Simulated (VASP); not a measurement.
# Te (P6/mmm) in VASP: notebook

The runs below take Te through single point, with PBE.

All numbers are computed with VASP 6.6.1; they aren't measurements. Logs are shortened: lines on timing, memory, paths and dates and some standing lists are left out, and cuts for length are marked.

## 1. The cell of the first run

Symmetry: P6/mmm, No. 191, hexagonal system. Conventional cell: a = 2.845 Å, b = 2.845 Å, c = 2.664 Å, α = 90.00°, β = 90.00°, γ = 120.00°. Within 3.5 Å of Te (site symmetry 6/mmm) lie 8 Te at 2.66 to 2.84 Å.

This isn't the form of Te at room conditions, which is trigonal, of chains.

## 2. Single point, PBE

File INCAR:

```
SYSTEM = Te
  PREC = Accurate
  ENCUT = 520
  EDIFF = 1E-7
  ISMEAR = -1
  SIGMA = 0.1
  LREAL = .FALSE.
  LASPH = .TRUE.
  NELM = 60
  ALGO = Normal
  ISIF = 2
  LWAVE = .FALSE.
  LCHARG = .FALSE.
  GGA = PE
  NBANDS = 9
```

File KPOINTS:

```
Automatic mesh
0
G
  15 15 13
  0 0 0
```

File POSCAR:

```
Te
1.0
    2.8447956999      0.0000000000      0.0000000000
   -1.4223978499      2.4636653447      0.0000000000
    0.0000000000      0.0000000000      2.6642671051
Te
1
Direct
    0.0000000000      0.0000000000      0.0000000000
```

Potentials or basis: VASP PAW PBE potentials, release 64 (Te).

Started as:

```sh
cat potpaw_PBE.64/Te/POTCAR > POTCAR
mpirun -np 1 vasp_std > vasp.out
```

OUTCAR:

```text
SYSTEM = Te
   PREC = Accurate
   ENCUT = 520
   EDIFF = 1E-7
   ISMEAR = -1
   LREAL = .FALSE.
   LASPH = .TRUE.
   NELM = 60
   ISIF = 2
   GGA = PE

 ion  position               nearest neighbor table
   1  0.000  0.000  0.000-

  LATTYP: Found a hexagonal cell.
 ALAT       =     2.8447956999
 C/A-ratio  =     0.9365407524

  Lattice vectors:

 A1 = (   2.8447956999,   0.0000000000,   0.0000000000)
 A2 = (  -1.4223978499,   2.4636653447,   0.0000000000)
 A3 = (   0.0000000000,   0.0000000000,   2.6642671051)

Analysis of symmetry for initial positions (statically):
=====================================================================
 Subroutine PRICEL returns:
 Original cell was already a primitive cell.

 Routine SETGRP: Setting up the symmetry group for a
 hexagonal supercell.

 Subroutine GETGRP returns: Found 24 space group operations
 (whereof 24 operations were pure point group operations)
 out of a pool of 24 trial point group operations.

The static configuration has the point symmetry D_6h.

Analysis of symmetry for dynamics (positions and initial velocities):
=====================================================================
 Subroutine PRICEL returns:
 Original cell was already a primitive cell.

 Routine SETGRP: Setting up the symmetry group for a
 hexagonal supercell.

 Subroutine GETGRP returns: Found 24 space group operations
 (whereof 24 operations were pure point group operations)
 out of a pool of 24 trial point group operations.

The dynamic configuration has the point symmetry D_6h.

 Subroutine INISYM returns: Found 24 space group operations
 (whereof 24 operations are pure point group operations),
 and found     1 'primitive' translations

----------------------------------------------------------------------------------------

                                     Primitive cell

  volume of cell :      18.6728

  direct lattice vectors                    reciprocal lattice vectors
     2.844795700  0.000000000  0.000000000     0.351519092  0.202949642  0.000000000
    -1.422397850  2.463665345  0.000000000     0.000000000  0.405899284  0.000000000
     0.000000000  0.000000000  2.664267105     0.000000000  0.000000000  0.375337742

  length of vectors
     2.844795700  2.844795700  2.664267105     0.405899284  0.405899284  0.375337742

  position of ions in fractional coordinates (direct lattice)
     0.000000000  0.000000000  0.000000000

  ion indices of the primitive-cell ions
   primitive index   ion index
                 1           1

----------------------------------------------------------------------------------------

 KPOINTS: Automatic mesh

Automatic generation of k-mesh.
 Grid dimensions read from file:
 generate k-points for:   15   15   13

 Generating k-lattice:

  Cartesian coordinates                     Fractional coordinates (reciprocal lattice)
     0.023434606  0.013529976  0.000000000     0.066666667  0.000000000  0.000000000
     0.000000000  0.027059952  0.000000000     0.000000000  0.066666667  0.000000000
     0.000000000  0.000000000  0.028872134     0.000000000  0.000000000  0.076923077

  Length of vectors
     0.027059952  0.027059952  0.028872134

  Shift w.r.t. Gamma in fractional coordinates (k-lattice)
     0.000000000  0.000000000  0.000000000

 Subroutine IBZKPT returns following result:
 ===========================================

 Found    189 irreducible k-points:

 Following reciprocal coordinates:
            Coordinates               Weight
  0.000000  0.000000  0.000000      1.000000
  0.066667  0.000000  0.000000      6.000000
  0.133333  0.000000  0.000000      6.000000
  0.200000  0.000000  0.000000      6.000000
  0.266667  0.000000  0.000000      6.000000
  0.333333  0.000000  0.000000      6.000000
[... 16 lines left out ...]
  0.333333  0.200000  0.000000     12.000000
  0.400000  0.200000  0.000000      6.000000
 [... further k-points ...]
   k-points           NKPTS =    189   k-points in BZ     NKDIM =    189   number of bands    NBANDS=      9
   number of dos      NEDOS =    301   number of ions     NIONS =      1
   total plane-waves  NPLWV =  11520
   dimension x,y,z NGX =    24 NGY =   24 NGZ =   20
   dimension x,y,z NGXF=    48 NGYF=   48 NGZF=   40
   ions per type =               1
   NGX,Y,Z   is equivalent  to a cutoff of  14.03, 14.03, 12.48 a.u.
   NGXF,Y,Z  is equivalent  to a cutoff of  28.05, 28.05, 24.96 a.u.
 SYSTEM =  Te
   PREC   = accura    normal or accurate (medium, high low for compatibility)
   ISTART =      0    job   : 0-new  1-cont  2-samecut
   ICHARG =      2    charge: 1-file 2-atom 10-const
   ISPIN  =      1    spin polarized calculation?
   LNONCOLLINEAR =      F non collinear calculations
   LSORBIT =      F    spin-orbit coupling
   LASPH  =      T    aspherical Exc in radial PAW
   ENCUT  =  520.0 eV  38.22 Ry    6.18 a.u.   5.29  5.29  4.95*2*pi/ulx,y,z
   NELM   =     60;   NELMIN=  2; NELMDL= -5     # of ELM steps
   EDIFF  = 0.1E-06   stopping-criterion for ELM
   LREAL  =      F    real-space projection
   EDIFFG = 0.1E-05   stopping-criterion for IOM
   NSW    =      0    number of steps for IOM
   IBRION =     -1    ionic relax: 0-MD 1-quasi-New 2-CG
   NFREE  =      0    steps in history (QN), initial steepest desc. (CG)
   ISIF   =      2    stress and relaxation
   ISYM   =      2    0-nonsym 1-usesym 2-fastsym
   POTIM  = 0.5000    time-step for ionic-motion
   TEBEG  =    0.0;   TEEND  =   0.0 temperature during run
   PSTRESS=    0.0 pullay stress
   NELECT =       6.0000    total number of electrons
   NUPDOWN=      -1.0000    fix difference up-down
   EMIN   =  10.00;   EMAX   =-10.00  energy-range for DOS
   EFERMI =   0.00;   METHOD = LEGACY
   ISMEAR =    -1;   SIGMA  =   0.10  broadening in eV -4-tet -1-fermi 0-gaus
   EFERMI_NEDOS =   21; number of points for ismear=-14 and -15
   IALGO  =     38    algorithm
   IMIX   =      4    mixing-type and parameters
     AMIX     =   0.40;   BMIX     =  1.00
     AMIX_MAG =   1.60;   BMIX_MAG =  1.00
  volume/ion in A,a.u.               =      18.67       126.01
  Fermi-wavevector in a.u.,A,eV,Ry     =   1.121300  2.118949 17.106784  1.257313
  Thomas-Fermi vector in A             =   2.257952
   LORBIT       =      0    0 simple, 1 ext, 2 COOP (PROOUT), +10 PAW based schemes
   GGA     = PE    functional components
   LHFCALC =     F    Hartree Fock is set to
   AEXX    =    0.0000 exact exchange contribution
   IVDW    =     0    specifies the selected vdW correction
   LEPSILON=     F    determine dielectric tensor
   LRPA    =     F    only Hartree local field effects (RPA)
 non-spin polarized calculation
  energy-cutoff  :      520.00
  volume of cell :       18.67
 maximum number of plane-waves:       513
 NGX is ok and might be reduce to    24
   NGX = 11   NGY = 11   NGZ =  9

 number of electron       6.0000000 magnetization

 Free energy of the ion-electron system (eV)
  ---------------------------------------------------
  ext. energy  EPLUGINS =         0.00000000
  ---------------------------------------------------
  free energy    TOTEN  =        -0.91314829 eV

  energy without entropy =       -0.89453645  energy(sigma->0) =       -0.90384237

 E-fermi :  15.4576     XC(G=0): -11.9692

 val. band max:       15.4315992799   @ k =   0.4667   0.0000   0.1538
 cond. band min:      15.4634635719   @ k =   0.4000   0.1333   0.4615
 fundamental gap:      0.0318642920
 Fermi energy:        15.4576240732

 k-point     1 :       0.0000    0.0000    0.0000
  band No.  band energies     occupation
      1      -3.5182      2.00000
      2      17.6114      0.00000
      3      19.5559      0.00000
      4      19.5559      0.00000
      5      21.4504      0.00000
      6      24.6686      0.00000
      7      25.2762      0.00000
      8      25.2762      0.00000
      9      27.2569      0.00000

 k-point     2 :       0.0667    0.0000    0.0000
  band No.  band energies     occupation
      1      -3.4043      2.00000
      2      17.7336      0.00000
      3      18.3395      0.00000
      4      19.1632      0.00000
      5      21.7554      0.00000
      6      23.4354      0.00000
      7      25.7959      0.00000
      8      27.0288      0.00000
      9      28.0162      0.00000

 k-point     3 :       0.1333    0.0000    0.0000
  band No.  band energies     occupation
      1      -3.0628      2.00000
      2      16.0202      0.00718
      3      18.0958      0.00000
      4      18.2822      0.00000
      5      21.6826      0.00000
      6      22.8999      0.00000
      7      27.0560      0.00000
      8      28.5563      0.00000
      9      30.5019      0.00000

 k-point     4 :       0.2000    0.0000    0.0000
  band No.  band energies     occupation
      1      -2.4956      2.00000
      2      13.4848      2.00000
      3      17.2983      0.00000
      4      18.6829      0.00000
      5      21.0765      0.00000
      6      23.1636      0.00000
      7      28.6627      0.00000
      8      30.1867      0.00000
      9      33.4373      0.00000

 k-point     5 :       0.2667    0.0000    0.0000
  band No.  band energies     occupation
      1      -1.7079      2.00000
      2      11.0017      2.00000
      3      16.4009      0.00016
      4      19.4655      0.00000
      5      20.4954      0.00000
      6      23.6815      0.00000
      7      30.3994      0.00000
      8      31.6543      0.00000
      9      32.0163      0.00000

 k-point     6 :       0.3333    0.0000    0.0000
  band No.  band energies     occupation
      1      -0.7157      2.00000
      2       8.6871      2.00000
      3      15.6772      0.20029
      4      20.0491      0.00000
      5      20.3866      0.00000
      6      24.3596      0.00000
      7      30.2985      0.00000
      8      30.8860      0.00000
      9      32.0907      0.00000
[... 169 lines left out ...]
 k-point    21 :       0.2000    0.2000    0.0000
  band No.  band energies     occupation
      1      -0.4959      2.00000
      2       9.6475      2.00000
      3      11.9969      2.00000
      4      20.6197      0.00000
      5      24.0104      0.00000
      6      25.4941      0.00000
      7      27.5134      0.00000
      8      31.2133      0.00000
      9      32.2533      0.00000

 k-point    22 :       0.2667    0.2000    0.0000
  band No.  band energies     occupation
      1       0.5510      2.00000
      2       8.0465      2.00000
      3      10.8776      2.00000
      4      21.5299      0.00000
      5      24.6220      0.00000
      6      26.0536      0.00000
      7      28.5752      0.00000
      8      29.8871      0.00000
      9      31.1562      0.00000

 k-point    23 :       0.3333    0.2000    0.0000
  band No.  band energies     occupation
      1       1.6387      2.00000
      2       6.4952      2.00000
      3      10.3173      2.00000
      4      22.3501      0.00000
      5      24.9374      0.00000
      6      26.4729      0.00000
      7      28.7138      0.00000
      8      29.1770      0.00000
      9      30.4135      0.00000

 k-point    24 :       0.4000    0.2000    0.0000
  band No.  band energies     occupation
      1       2.2381      2.00000
      2       5.7232      2.00000
      3      10.1456      2.00000
      4      22.7167      0.00000
      5      24.9933      0.00000
      6      26.8769      0.00000
      7      28.2217      0.00000
      8      28.6687      0.00000
      9      30.5999      0.00000

 [... further k-points ...]

------------------------ aborting loop because EDIFF is reached ----------------------------------------

  FORCE on cell =-STRESS in cart. coord.  units (eV):
  Direction    XX          YY          ZZ          XY          YZ          ZX
  --------------------------------------------------------------------------------------
  -------------------------------------------------------------------------------------
  Total        9.6053377      9.6053377      9.6251858      0.0000000      0.0000000      0.0000000
  in kB      824.1621407    824.1621407    825.8651565      0.0000000      0.0000000      0.0000000
  external PRESSURE =     824.7298126 kB  Pullay stress =       0.0000000 kB

 VOLUME and BASIS-vectors are now :
 -----------------------------------------------------------------------------
  energy-cutoff  :      520.00
  volume of cell :       18.67
      direct lattice vectors                 reciprocal lattice vectors
     2.844795700  0.000000000  0.000000000     0.351519092  0.202949642  0.000000000
    -1.422397850  2.463665345  0.000000000     0.000000000  0.405899284  0.000000000
     0.000000000  0.000000000  2.664267105     0.000000000  0.000000000  0.375337742

 POSITION                                       TOTAL-FORCE (eV/Angst)
 -----------------------------------------------------------------------------------
      0.00000      0.00000      0.00000        -0.000000      0.000000      0.000000
 -----------------------------------------------------------------------------------
    total drift:                               -0.000000      0.000000      0.000000

  FREE ENERGIE OF THE ION-ELECTRON SYSTEM (eV)
  ---------------------------------------------------
  free  energy   TOTEN  =        -0.9131482931 eV

  energy  without entropy=       -0.8945364546  energy(sigma->0) =       -0.90384237
```

Run time: 22 s. Hardware: 1 thread of Intel Xeon 6455B, shared host; peak memory 0.16 GiB.

Results:

```
Free energy            : -0.9131 eV
Pressure               : 82.5 GPa
Band gap on the k mesh : zero (bands 3 and 4 overlap by 13.02 eV)
```

Stress tensor (GPa, compression positive):
```
82.42  0.00  0.00
 0.00 82.42  0.00
 0.00  0.00 82.59
```

Levels at points of the mesh, in eV from the Fermi level:
| k point | band 1 | band 2 | band 3 | band 4 | band 5 | band 6 |
| --- | --- | --- | --- | --- | --- | --- |
| (0.00, 0.00, 0.00) | -18.98 | 2.15 | 4.10 | 4.10 | 5.99 | 9.21 |

Caveat: the cell stands under pressure; spin-orbit coupling is left out, which moves the levels of the heavy elements.

(Part 1 of 2 ends here.)
